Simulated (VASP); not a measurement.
Here is a VASP 6.6.1 calculation.

POSCAR

```
PbS
1.0
    2.1073236324     -6.0701387599      0.0000000000
    2.1073236324      6.0701387599      0.0000000000
    0.0000000000      0.0000000000      4.3356342523
Pb S
2 2
Direct
    0.1305633500      0.8694366500      0.2500000000
    0.8694366500      0.1305633500      0.7500000000
    0.3547970900      0.6452029100      0.2500000000
    0.6452029100      0.3547970900      0.7500000000
```

INCAR.step1

```
ALGO = Normal
EDIFF = 1E-4
ENCUT = 520
GGA = PE
ISMEAR = -1
LASPH = True
LCHARG = False
LREAL = False
LWAVE = True
NBANDS = 28
NELM = 80
PREC = Accurate
SIGMA = 0.05
```

File INCAR.step2:

```
ALGO = Normal
EDIFF = 1E-6
ENCUT = 520
ISIF = 2
ISMEAR = -1
ISTART = 1
IVDW = 12
LASPH = True
LCHARG = False
LMIXTAU = True
LREAL = False
LWAVE = False
METAGGA = R2SCAN
NBANDS = 28
NELM = 80
PREC = Accurate
SIGMA = 0.05
VDW_A1 = 0.49484001
VDW_A2 = 5.73083694
VDW_S6 = 1.0
VDW_S8 = 0.78981345
```

The input KPOINTS:

```
k-points
0
Gamma
  7 7 6
```

Potentials or basis: VASP PAW PBE potentials, release 64 (Pb_d, S).

The run is started by

```sh
$ cat potpaw_PBE.64/Pb_d/POTCAR potpaw_PBE.64/S/POTCAR > POTCAR
$ cp INCAR.step1 INCAR
$ mpirun -np 1 vasp_std > vasp.out
$ cp INCAR.step2 INCAR
$ mpirun -np 1 vasp_std > vasp.out
```

Question: Predict the pressure.

Answer: -3.0 GPa.

Question: Predict the dispersion energy per atom.

Answer: -0.154 eV.

Question: Estimate the largest force.

Answer: 0.239 eV/Å.

Question: What does it give for the band gap on the k mesh?

Answer: 1.60 eV (least direct gap 1.77 eV).

Forces in eV/Å, atoms in the order of the input:
```
Pb   0.000 -0.239  0.000
Pb   0.000  0.239  0.000
S    0.000  0.166  0.000
S    0.000 -0.166  0.000
```

Caveat: the PAW data sets were made with another functional, which shifts forces and pressure a little; spin-orbit coupling is left out, which moves the levels of the heavy elements. A k mesh can miss the band edges.
